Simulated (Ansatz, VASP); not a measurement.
# HBr: VASP beside Ansatz

Contents of INCAR:

```
SYSTEM = HBr
PREC     = Accurate       ! precision mode
ENCUT    = 1230           ! plane-wave cutoff, eV
EDIFF    = 1E-7           ! SCF threshold, eV
ISMEAR   = 0              ! smearing method
SIGMA    = 0.1            ! smearing width, eV
LREAL    = .FALSE.        ! projectors in reciprocal space
LASPH    = .TRUE.         ! aspherical terms in the spheres
NELM     = 120            ! most SCF steps
ALGO     = Normal         ! electronic algorithm
ISIF     = 3              ! what is computed and relaxed
LWAVE    = .FALSE.        ! write WAVECAR
LCHARG   = .FALSE.        ! write CHGCAR
IBRION   = 2              ! ionic algorithm
NSW      = 100            ! ionic steps
EDIFFG   = -0.05          ! ionic threshold
GGA_COMPAT= .FALSE.      
NELMIN   = 4
```

File KPOINTS:

```
Automatic mesh
0
G
  6 6 6
  0 0 0
```

Contents of POSCAR:

```
HBr
1.0
    0.0000000000      2.8200000000      3.0315000000
    2.7775000000      0.0000000000      3.0315000000
    2.7775000000      2.8200000000      0.0000000000
H Br
1 1
Direct
    0.0000000000      0.0000000000      0.0000000000
    0.5000000000      0.5000000000      0.5000000000
```

Input for Ansatz:

```yaml
crystal:
  lattice:
    - [0.0, 2.82, 3.0315]
    - [2.7775, 0.0, 3.0315]
    - [2.7775, 2.82, 0.0]
  atoms:
    - { symbol: H, position: [0.0, 0.0, 0.0] }
    - { symbol: Br, position: [0.5, 0.5, 0.5] }
basis:
  ecutwfc: 420
kpoints:
  mp_grid: { grid: [6, 6, 6] }
hamiltonian:
  xc: lda
scf:
  occupations: { method: gaussian, width: 0.1 }
output:
  forces: true
  stress: true
  eigenvalues: true
relax:
  adjacent_minimum: "off"
  f_tol: 0.05
  max_steps: 80
  cell: { stress_tol: 0.5 }
```

Alike in both runs: task relaxation of cell and atoms; functional LDA; k mesh 6 × 6 × 6; occupations gaussian, width 0.1 eV; no spin polarisation.

|  | VASP | Ansatz |
| --- | --- | --- |
| version | VASP 6.6.1 | Ansatz 0.2.0 |
| potentials or method | VASP PAW LDA potentials, release 64 (H_h, Br), cutoff 1230 eV | scalar-relativistic, plane waves, PAW |
| valence electrons in the cell | 8 | 8 |

|  | VASP | Ansatz | Ansatz less VASP |
| --- | --- | --- | --- |
| gap on the k mesh at the Fermi level, each at its own relaxed structure (eV) | 0.67 | 0.70 | +0.030 |
| relaxed volume (Å³/atom) | 19.43 | 19.49 | +0.058 |
| relaxed length of the cell vector where the two differ most in proportion (Å) | 3.789 | 3.809 | +0.0197 |

LDA's correlation is that of Perdew and Zunger in VASP and of Perdew and Wang (1992) in Ansatz.

Noted on VASP's run: the volume moved by over 15 % at a fixed basis, so the end points are rough.
